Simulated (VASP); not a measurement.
# Au (Cmcm) in VASP: a series of runs

Au is run at these levels: LDA; tasks: single point.

Everything below comes from runs of VASP 6.6.1. Logs are shortened: lines on timing, memory, paths and dates and some standing lists are left out, and cuts for length are marked.

## Step 1: The cell of the first run

The structure is orthorhombic, space group Cmcm (No. 63). The conventional cell has a = 2.734 Å, b = 4.952 Å, c = 5.214 Å, α = 90.00°, β = 90.00°, γ = 90.00°. Au (site symmetry m2m) has 12 Au at 2.73 to 3.08 Å within 3.6 Å.

## Step 2: Single point, LDA

File INCAR:

```
SYSTEM = Au
PREC = Accurate
ENCUT = 520
EDIFF = 1E-6
ISMEAR = 0
SIGMA = 0.15
LREAL = .FALSE.
LASPH = .TRUE.
NELM = 60
ALGO = Fast
ISIF = 2
LWAVE = .FALSE.
LCHARG = .TRUE.
LELF = .TRUE.
LVHAR = .TRUE.
NBANDS = 18
```

File KPOINTS:

```
Automatic mesh
0
G
  22 22 12
  0 0 0
```

File POSCAR:

```
Au
1.0
    1.3671773232     -2.4760072259      0.0000000000
    1.3671773232      2.4760072259      0.0000000000
    0.0000000000      0.0000000000      5.2141724813
Au
2
Direct
    0.6653279700      0.3346720300      0.2500000000
    0.3346720300      0.6653279700      0.7500000000
```

Potentials or basis: VASP PAW LDA potentials, release 64 (Au).

Started as:

```bash
$ cat potpaw_LDA.64/Au/POTCAR > POTCAR
$ mpirun -np 1 vasp_std > vasp.out
```

OUTCAR:

```text
SYSTEM = Au
   PREC = Accurate
   ENCUT = 520
   EDIFF = 1E-6
   ISMEAR = 0
   LREAL = .FALSE.
   LASPH = .TRUE.
   NELM = 60
   ISIF = 2

 ion  position               nearest neighbor table
   1  0.665  0.335  0.250-   2 3.06   2 3.06   2 3.06   2 3.06   2 3.08   2 3.08
   2  0.335  0.665  0.750-   1 3.06   1 3.06   1 3.06   1 3.06   1 3.08   1 3.08

  LATTYP: Found a base centered orthorhombic cell.
 ALAT       =     2.7343546464
 B/A-ratio  =     1.8110359087
 C/A-ratio  =     1.9069115589

  Lattice vectors:

 A1 = (   1.3671773232,  -2.4760072259,   0.0000000000)
 A2 = (   1.3671773232,   2.4760072259,   0.0000000000)
 A3 = (   0.0000000000,   0.0000000000,   5.2141724813)

Analysis of symmetry for initial positions (statically):
=====================================================================
 Subroutine PRICEL returns:
 Original cell was already a primitive cell.

 Routine SETGRP: Setting up the symmetry group for a
 base centered orthorhombic supercell.

 Subroutine GETGRP returns: Found  8 space group operations
 (whereof  4 operations were pure point group operations)
 out of a pool of  8 trial point group operations.

The static configuration has the point symmetry C_2h.
 The point group associated with its full space group is D_2h.

Analysis of symmetry for dynamics (positions and initial velocities):
=====================================================================
 Subroutine PRICEL returns:
 Original cell was already a primitive cell.

 Routine SETGRP: Setting up the symmetry group for a
 base centered orthorhombic supercell.

 Subroutine GETGRP returns: Found  8 space group operations
 (whereof  4 operations were pure point group operations)
 out of a pool of  8 trial point group operations.

The dynamic configuration has the point symmetry C_2h.
 The point group associated with its full space group is D_2h.

 Subroutine INISYM returns: Found  8 space group operations
 (whereof  4 operations are pure point group operations),
 and found     1 'primitive' translations

----------------------------------------------------------------------------------------

                                     Primitive cell

  volume of cell :      35.3014

  direct lattice vectors                    reciprocal lattice vectors
     1.367177323 -2.476007226  0.000000000     0.365717008 -0.201938021  0.000000000
     1.367177323  2.476007226  0.000000000     0.365717008  0.201938021  0.000000000
     0.000000000  0.000000000  5.214172481     0.000000000  0.000000000  0.191784987

  length of vectors
     2.828389226  2.828389226  5.214172481     0.417765358  0.417765358  0.191784987

  position of ions in fractional coordinates (direct lattice)
     0.665327970  0.334672030  0.250000000
     0.334672030  0.665327970  0.750000000

  ion indices of the primitive-cell ions
   primitive index   ion index
                 1           1
                 2           2

----------------------------------------------------------------------------------------

 KPOINTS: Automatic mesh

Automatic generation of k-mesh.
 Grid dimensions read from file:
 generate k-points for:   22   22   12

 Generating k-lattice:

  Cartesian coordinates                     Fractional coordinates (reciprocal lattice)
     0.016623500 -0.009179001  0.000000000     0.045454545  0.000000000  0.000000000
     0.016623500  0.009179001  0.000000000     0.000000000  0.045454545  0.000000000
     0.000000000  0.000000000  0.015982082     0.000000000  0.000000000  0.083333333

  Length of vectors
     0.018989334  0.018989334  0.015982082

  Shift w.r.t. Gamma in fractional coordinates (k-lattice)
     0.000000000  0.000000000  0.000000000

 Subroutine IBZKPT returns following result:
 ===========================================

 Found    931 irreducible k-points:

 Following reciprocal coordinates:
            Coordinates               Weight
  0.000000  0.000000  0.000000      1.000000
  0.045455 -0.000000  0.000000      4.000000
  0.090909 -0.000000  0.000000      4.000000
  0.136364  0.000000  0.000000      4.000000
  0.181818 -0.000000  0.000000      4.000000
  0.227273  0.000000  0.000000      4.000000
[... 16 lines left out ...]
  0.500000  0.045455  0.000000      4.000000
 -0.454545  0.045455  0.000000      4.000000
 [... further k-points ...]
   k-points           NKPTS =    931   k-points in BZ     NKDIM =    931   number of bands    NBANDS=     18
   number of dos      NEDOS =    301   number of ions     NIONS =      2
   total plane-waves  NPLWV =  23040
   dimension x,y,z NGX =    24 NGY =   24 NGZ =   40
   dimension x,y,z NGXF=    48 NGYF=   48 NGZF=   80
   ions per type =               2
   NGX,Y,Z   is equivalent  to a cutoff of  14.11, 14.11, 12.75 a.u.
   NGXF,Y,Z  is equivalent  to a cutoff of  28.21, 28.21, 25.51 a.u.
 SYSTEM =  Au
   PREC   = accura    normal or accurate (medium, high low for compatibility)
   ISTART =      0    job   : 0-new  1-cont  2-samecut
   ICHARG =      2    charge: 1-file 2-atom 10-const
   ISPIN  =      1    spin polarized calculation?
   LNONCOLLINEAR =      F non collinear calculations
   LSORBIT =      F    spin-orbit coupling
   LASPH  =      T    aspherical Exc in radial PAW
   ENCUT  =  520.0 eV  38.22 Ry    6.18 a.u.   5.26  5.26  9.69*2*pi/ulx,y,z
   NELM   =     60;   NELMIN=  2; NELMDL= -5     # of ELM steps
   EDIFF  = 0.1E-05   stopping-criterion for ELM
   LREAL  =      F    real-space projection
   EDIFFG = 0.1E-04   stopping-criterion for IOM
   NSW    =      0    number of steps for IOM
   IBRION =     -1    ionic relax: 0-MD 1-quasi-New 2-CG
   NFREE  =      0    steps in history (QN), initial steepest desc. (CG)
   ISIF   =      2    stress and relaxation
   ISYM   =      2    0-nonsym 1-usesym 2-fastsym
   POTIM  = 0.5000    time-step for ionic-motion
   TEBEG  =    0.0;   TEEND  =   0.0 temperature during run
   PSTRESS=    0.0 pullay stress
   NELECT =      22.0000    total number of electrons
   NUPDOWN=      -1.0000    fix difference up-down
   EMIN   =  10.00;   EMAX   =-10.00  energy-range for DOS
   EFERMI =   0.00;   METHOD = LEGACY
   ISMEAR =     0;   SIGMA  =   0.15  broadening in eV -4-tet -1-fermi 0-gaus
   EFERMI_NEDOS =   21; number of points for ismear=-14 and -15
   IALGO  =     68    algorithm
   IMIX   =      4    mixing-type and parameters
     AMIX     =   0.40;   BMIX     =  1.00
     AMIX_MAG =   1.60;   BMIX_MAG =  1.00
  volume/ion in A,a.u.               =      17.65       119.11
  Fermi-wavevector in a.u.,A,eV,Ry     =   1.398358  2.642513 26.604898  1.955405
  Thomas-Fermi vector in A             =   2.521524
   LORBIT       =      0    0 simple, 1 ext, 2 COOP (PROOUT), +10 PAW based schemes
   GGA     = CA    functional components
   LHFCALC =     F    Hartree Fock is set to
   AEXX    =    0.0000 exact exchange contribution
   IVDW    =     0    specifies the selected vdW correction
   LEPSILON=     F    determine dielectric tensor
   LRPA    =     F    only Hartree local field effects (RPA)
 non-spin polarized calculation
 RMM-DIIS sequential band-by-band and
 Gauss-broadening in eV      SIGMA  =   0.15
  energy-cutoff  :      520.00
  volume of cell :       35.30
 maximum number of plane-waves:       965
 NGX is ok and might be reduce to    24

 number of electron      22.0000001 magnetization

 Free energy of the ion-electron system (eV)
  ---------------------------------------------------
  ext. energy  EPLUGINS =         0.00000000
  ---------------------------------------------------
  free energy    TOTEN  =        -8.75272345 eV

  energy without entropy =       -8.74795449  energy(sigma->0) =       -8.75033897

 E-fermi :   8.7051     XC(G=0): -12.7624

 val. band max:        8.7035360637   @ k =   0.5000   0.5000   0.2500
 cond. band min:       8.7108837050   @ k =   0.2273   0.0000   0.1667
 fundamental gap:      0.0073476413
 Fermi energy:         8.7050978293

 k-point     1 :       0.0000    0.0000    0.0000
  band No.  band energies     occupation
      1      -0.8845      2.00000
      2       1.1244      2.00000
      3       3.4388      2.00000
      4       3.8545      2.00000
      5       4.0679      2.00000
      6       4.5089      2.00000
[... 10 lines left out ...]
     17      27.9974      0.00000
     18      29.0391      0.00000

 k-point     2 :       0.0455   -0.0000    0.0000
  band No.  band energies     occupation
      1      -0.8107      2.00000
      2       1.1939      2.00000
      3       3.4636      2.00000
      4       3.8893      2.00000
      5       4.0976      2.00000
      6       4.4926      2.00000
[... 10 lines left out ...]
     17      27.5900      0.00000
     18      28.4018      0.00000

 k-point     3 :       0.0909   -0.0000    0.0000
  band No.  band energies     occupation
      1      -0.5925      2.00000
      2       1.3952      2.00000
      3       3.5277      2.00000
      4       3.9742      2.00000
      5       4.1578      2.00000
      6       4.4781      2.00000
[... 10 lines left out ...]
     17      26.7951      0.00000
     18      27.3896      0.00000

 k-point     4 :       0.1364    0.0000    0.0000
  band No.  band energies     occupation
      1      -0.2415      2.00000
      2       1.7037      2.00000
      3       3.5914      2.00000
      4       4.0435      2.00000
      5       4.1757      2.00000
      6       4.5735      2.00000
[... 10 lines left out ...]
     17      26.0659      0.00000
     18      27.1313      0.00000

 k-point     5 :       0.1818   -0.0000    0.0000
  band No.  band energies     occupation
      1       0.2190      2.00000
      2       2.0579      2.00000
      3       3.6153      2.00000
      4       3.9723      2.00000
      5       4.3041      2.00000
      6       4.3161      2.00000
[... 10 lines left out ...]
     17      25.7452      0.00000
     18      26.0892      0.00000

 k-point     6 :       0.2273    0.0000    0.0000
  band No.  band energies     occupation
      1       0.7452      2.00000
      2       2.3260      2.00000
      3       3.6991      2.00000
      4       3.8537      2.00000
      5       3.8644      2.00000
      6       4.6109      2.00000
[... 10 lines left out ...]
     17      25.6006      0.00000
     18      25.9852      0.00000

 k-point     7 :       0.2727    0.0000    0.0000
  band No.  band energies     occupation
      1       1.2578      2.00000
      2       2.3792      2.00000
      3       3.4781      2.00000
      4       3.7735      2.00000
      5       4.0183      2.00000
      6       4.7748      2.00000
[... 10 lines left out ...]
     17      24.6206      0.00000
     18      25.4924      0.00000

 k-point     8 :       0.3182    0.0000    0.0000
  band No.  band energies     occupation
      1       1.6438      2.00000
      2       2.2805      2.00000
      3       3.1601      2.00000
      4       3.8627      2.00000
      5       4.4458      2.00000
      6       4.5504      2.00000
[... 10 lines left out ...]
     17      22.5396      0.00000
     18      24.9342      0.00000
[... 229 lines left out ...]
     17      21.9338      0.00000
     18      24.5912      0.00000

 k-point    20 :       0.3636    0.0455    0.0000
  band No.  band energies     occupation
      1       1.9365      2.00000
      2       2.1271      2.00000
      3       2.8106      2.00000
      4       4.2323      2.00000
      5       4.2389      2.00000
      6       4.8301      2.00000
[... 10 lines left out ...]
     17      21.0492      0.00000
     18      24.0968      0.00000

 k-point    21 :       0.4091    0.0455    0.0000
  band No.  band energies     occupation
      1       1.9351      2.00000
      2       2.0365      2.00000
      3       2.6763      2.00000
      4       4.1392      2.00000
      5       4.4980      2.00000
      6       4.7474      2.00000
[... 10 lines left out ...]
     17      20.2987      0.00000
     18      23.7591      0.00000

 k-point    22 :       0.4545    0.0455    0.0000
  band No.  band energies     occupation
      1       1.9075      2.00000
      2       1.9990      2.00000
      3       2.6120      2.00000
      4       4.1010      2.00000
      5       4.6483      2.00000
      6       4.6959      2.00000
[... 10 lines left out ...]
     17      19.8370      0.00000
     18      23.5864      0.00000

 k-point    23 :       0.5000    0.0455    0.0000
  band No.  band energies     occupation
      1       1.9053      2.00000
      2       1.9993      2.00000
      3       2.6174      2.00000
      4       4.1196      2.00000
      5       4.6447      2.00000
      6       4.6786      2.00000
[... 10 lines left out ...]
     17      19.8606      0.00000
     18      23.5795      0.00000

 k-point    24 :      -0.4545    0.0455    0.0000
  band No.  band energies     occupation
      1       1.9262      2.00000
      2       2.0383      2.00000
      3       2.6924      2.00000
      4       4.1932      2.00000
      5       4.4915      2.00000
      6       4.6974      2.00000
[... 10 lines left out ...]
     17      20.3595      0.00000
     18      23.7379      0.00000

 [... further k-points ...]
[... 5 lines left out ...]
  --------------------------------------------------------------------------------------
  -------------------------------------------------------------------------------------
  Total       -0.0740961     -1.5459307     -2.5901058      0.0000000      0.0000000      0.0000000
  in kB       -3.3629005    -70.1630492   -117.5536007      0.0000000      0.0000000      0.0000000
  external PRESSURE =     -63.6931835 kB  Pullay stress =       0.0000000 kB

 VOLUME and BASIS-vectors are now :
 -----------------------------------------------------------------------------
  energy-cutoff  :      520.00
  volume of cell :       35.30
      direct lattice vectors                 reciprocal lattice vectors
     1.367177323 -2.476007226  0.000000000     0.365717008 -0.201938021  0.000000000
     1.367177323  2.476007226  0.000000000     0.365717008  0.201938021  0.000000000
     0.000000000  0.000000000  5.214172481     0.000000000  0.000000000  0.191784987

 POSITION                                       TOTAL-FORCE (eV/Angst)
 -----------------------------------------------------------------------------------
      1.36718     -0.81871      1.30354         0.000000     -0.006483     -0.000000
      1.36718      0.81871      3.91063         0.000000      0.006483      0.000000
 -----------------------------------------------------------------------------------
    total drift:                                0.000000      0.000000     -0.000000

  FREE ENERGIE OF THE ION-ELECTRON SYSTEM (eV)
  ---------------------------------------------------
  free  energy   TOTEN  =        -8.7527234531 eV

  energy  without entropy=       -8.7479544938  energy(sigma->0) =       -8.75033897
```

Wall time 13 min (1 thread of AMD EPYC 9755, shared host); peak memory 0.5 GiB.

What came out:

* Free energy: -8.7527 eV
* Pressure: -6.4 GPa
* Largest force: 0.006 eV/Å
* Band gap on the k mesh: zero (bands 11 and 12 overlap by 6.92 eV)

Forces in eV/Å, atoms in the order of the input:
```
Au   0.000 -0.006  0.000
Au   0.000  0.006  0.000
```

Levels at points of the mesh, in eV from the Fermi level:
```csv
k point,band 7,band 8,band 9,band 10,band 11,band 12,band 13,band 14,band 15,band 16
"(0.00, 0.00, 0.00)",-4.03,-3.08,-2.89,-2.20,-2.08,-1.62,1.26,13.52,15.10,16.69
"(0.50, 0.00, 0.00)",-3.28,-2.23,-1.49,-1.41,0.70,2.14,5.33,6.77,6.97,11.04
"(0.50, 0.50, 0.00)",-3.42,-2.08,-1.58,-1.48,0.41,1.65,4.82,6.34,6.42,10.52
"(0.00, 0.00, 0.50)",-4.18,-4.18,-2.57,-2.57,-2.41,-2.41,8.16,8.16,15.42,15.42
"(0.50, 0.00, 0.50)",-2.48,-2.48,-1.44,-1.44,0.74,0.74,4.40,4.40,11.78,11.78
"(0.50, 0.50, 0.50)",-2.49,-2.49,-1.53,-1.53,0.34,0.34,3.77,3.77,11.30,11.30
```

Caveat: the stress differs along the axes, from -12 to -0 GPa; spin-orbit coupling is left out, which moves the levels of the heavy elements.

## Step 3: Single point, LDA

This run uses another cell than the first one, of the same volume but with other edges.

File INCAR:

```
PREC = Accurate
ENCUT = 520
EDIFF = 1E-6
ISMEAR = 0
SIGMA = 0.15
LREAL = False
LASPH = True
NELM = 100
ALGO = Fast
ISIF = 2
LWAVE = False
LCHARG = False
GGA = CA
NBANDS = 18
```

File KPOINTS:

```
regular mesh
0
Gamma
  22 22 12
```

File POSCAR:

```
Au
1.0
    1.4306453809     -2.5909501575      0.0000000000
    1.4306453809      2.5909501575      0.0000000000
    0.0000000000      0.0000000000      4.7617993547
Au
2
Direct
    0.6653279700      0.3346720300      0.2500000000
    0.3346720300      0.6653279700      0.7500000000
```

Potentials or basis: VASP PAW LDA potentials, release 64 (Au).

Started as:

```bash
$ cat potpaw_LDA.64/Au/POTCAR > POTCAR
$ mpirun -np 1 vasp_std > vasp.out
```

It took 12 min on 1 thread of AMD EPYC 9755, shared host; peak memory 0.5 GiB.

It converged, with:

```yaml
Free_energy: -8.8063 eV
Pressure: -9.4 GPa
Largest_force: 0.021 eV/Å
Band_gap_on_the_k_mesh: zero (bands 11 and 12 overlap by 6.56 eV)
```

Forces in eV/Å, atoms in the order of the input:
```
Au   0.000  0.021  0.000
Au   0.000 -0.021  0.000
```

Stress tensor (GPa, compression positive):
```
 -9.56   0.00   0.00
  0.00 -10.70   0.00
  0.00   0.00  -7.89
```

Levels at points of the mesh, in eV from the Fermi level:
| k point | band 9 | band 10 | band 11 | band 12 | band 13 | band 14 |
| --- | --- | --- | --- | --- | --- | --- |
| (0.00, 0.00, 0.00) | -3.49 | -2.15 | -2.08 | -0.78 | 2.91 | 14.31 |
| (0.50, 0.00, 0.00) | -1.84 | -1.72 | 0.39 | 1.52 | 5.97 | 7.41 |
| (0.50, 0.50, 0.00) | -1.77 | -1.77 | 0.11 | 1.05 | 5.62 | 6.99 |
| (0.00, 0.00, 0.50) | -2.64 | -2.64 | -2.48 | -2.48 | 11.10 | 11.10 |
| (0.50, 0.00, 0.50) | -1.78 | -1.78 | 0.62 | 0.62 | 3.91 | 3.91 |
| (0.50, 0.50, 0.50) | -1.85 | -1.85 | 0.24 | 0.24 | 3.38 | 3.38 |

Caveat: the cell stands under tension; spin-orbit coupling is left out, which moves the levels of the heavy elements.
